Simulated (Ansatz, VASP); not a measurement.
# TaS2: VASP beside Ansatz

```
Ta S
1.0
     3.28300    0.00000    0.00000
    -1.64150    2.84316    0.00000
     0.00000    0.00000    5.86000
Ta S
1 2
Direct
  0.00000 0.00000 0.00000
  0.33333 0.66667 0.25000
  0.66667 0.33333 0.75000
```

Change from the starting cell: equal xx and yy strain of -2 %, PAW files.

Alike in both runs: task electric field gradients; functional PBE; k mesh 9 × 9 × 5; occupations fermi-dirac, width 0.03 eV; no spin polarisation.

|  | VASP | Ansatz |
| --- | --- | --- |
| version | VASP 6.6.1 | Ansatz 0.2.0 |
| potentials or method | VASP PAW PBE potentials, release 64 (Ta_pv, S) | PAW with Ansatz's default frozen-core files, scalar-relativistic |
| plane-wave cutoff (eV) | 400 | 420 |
| valence electrons in the cell | 23 | 25 |

Ansatz gave:

```
pressure (GPa)                                                : 16.1
traceless stress, the component that is largest in VASP (GPa) : 2.15
rms of the force components (eV/Å)                            : 0.875
size of Vzz on the site where it differs most (V/Å²)          : 181.9
```

Question: Which values does VASP return?

Answer: Pressure (GPa): 16.1; traceless stress, the component that is largest in VASP (GPa): 2.20; rms of the force components (eV/Å): 0.882; size of Vzz on the site where it differs most (V/Å²): 146.5.

Atom by atom the forces differ by 0.007 eV/Å (rms over components). With one functional, cell and mesh, what is left measures potentials, basis and numerics. VASP's potentials hold 23 valence electrons a cell and Ansatz's 25, so a difference there can come from the potentials and not from the codes.

Neither program's run includes spin-orbit coupling.
